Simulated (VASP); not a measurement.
Runs of VASP 6.6.1 on BAs. The structure is that of space group F-43m (No. 216), or close to it. The cells are those of the table. 

| task | level | cell | cutoff (eV) | gap on the mesh (eV) | pressure (GPa) | relaxed volume (Å³/atom) |
| --- | --- | --- | --- | --- | --- | --- |
| relaxation of cell and atoms | PBEsol | relaxed from a = 3.378 Å, angles 60.0°, 2 atoms | 600 | 1.09 | 0.1 | - |
| relaxation of cell and atoms | PBE | relaxed from a = 3.378 Å, angles 60.0°, 2 atoms | 600 | 1.22 | 0.0 | 13.97 |
| single point | PBE+D3(BJ) | a = 3.369 Å, angles 60.0°, 2 atoms | 520 | 1.19 | 0.7 | - |
| single point | PBE | a = 3.400 Å, angles 60.0°, 2 atoms | 520 | 1.22 | (a) | - |
| relaxation of cell and atoms | PBE+D3(BJ) | relaxed from a = 3.378 Å, angles 60.0°, 2 atoms | 600 | 1.19 | 0.0 | 13.58 |
| single point | PBEsol | a = 3.371 Å, angles 60.0°, 2 atoms | 520 | 1.09 | (b) | - |

Alike in all rows: potentials or basis VASP PAW PBE potentials, release 64 (B, As); no spin polarisation; k mesh 7 × 7 × 7; smearing gaussian 0.01 eV.

Question: Fill in the values left out.

Answer: (a) 0.6; (b) 0.9.

Caveats: the PAW data sets were made with another functional, which shifts forces and pressure a little (some runs); the relaxation stopped at its first step, so nothing moved (some runs).

A k mesh can miss the band edges, and the runs leave out spin-orbit coupling on As.
